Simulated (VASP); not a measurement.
Li: relaxation of cell and atoms with PBEsol

Crystal: Li.

```
Li
1.0
    -1.75465    1.75465    1.75465
     1.75465   -1.75465    1.75465
     1.75465    1.75465   -1.75465
Li
1
Direct
  0.00000 0.00000 0.00000
```

```
Program                : VASP 6.6.1
Task                   : relaxation of cell and atoms
Functional             : PBEsol
Potentials or basis    : VASP PAW PBE potentials, release 64 (Li_sv)
Cutoff                 : 600 eV
k mesh                 : 11 × 11 × 11
Occupations            : fermi-dirac, width 0.05 eV
Spin                   : no spin polarisation
Dipole correction      : no
Further INCAR settings : ALGO = Normal; EDIFF = 1e-07; IBRION = 2; EDIFFG = -0.01; NSW = 60; ISIF = 3
```

- Relaxed volume: 19.96 Å³/atom
- Relaxed cell: a = 2.960 Å, b = 2.960 Å, c = 2.960 Å, α = 109.47°, β = 109.47°, γ = 109.47°
- Space group after relaxing (to 0.05 Å): Im-3m (No. 229)
- Energy gained by relaxing: 5.0 meV/atom
- Ionic steps: 4
- Pressure after relaxing: 0.0 GPa

Step by step:
```csv
step,energy change (eV),largest force (eV/Å),pressure (GPa),volume (Å³)
1,0.0000,0.0000,-0.93,21.61
2,-0.0020,0.0000,-0.74,21.22
3,-0.0049,0.0000,-0.15,20.20
4,-0.0050,0.0000,0.01,19.96
```

Final structure:
```xyz
1
Lattice="-1.7088 1.7088 1.7088 1.7088 -1.7088 1.7088 1.7088 1.7088 -1.7088" Properties=species:S:1:pos:R:3 pbc="T T T"
Li    1.7088   -1.7088    1.7088
```

Levels at points of the mesh, in eV from the Fermi level:
```tsv
k point	band 1	band 2	band 3	band 4	band 5
(0.00, 0.00, 0.00)	-45.90	-3.59	14.77	14.77	14.77
```

It used 16 s of CPU time on 1 thread of AMD EPYC 7R13 Processor (Zen 3), on a shared host.

The cell as given is a measured one (21.61 Å³/atom); PBEsol puts the equilibrium volume -7.6 % from it, thermal expansion not counted.

Caveat: the cutoff is under 1.25 times the usual one of these potentials, so pressure, stress and relaxed cells hold a basis-set (Pulay) error; the PAW data sets were made with another functional, which shifts forces and pressure a little.
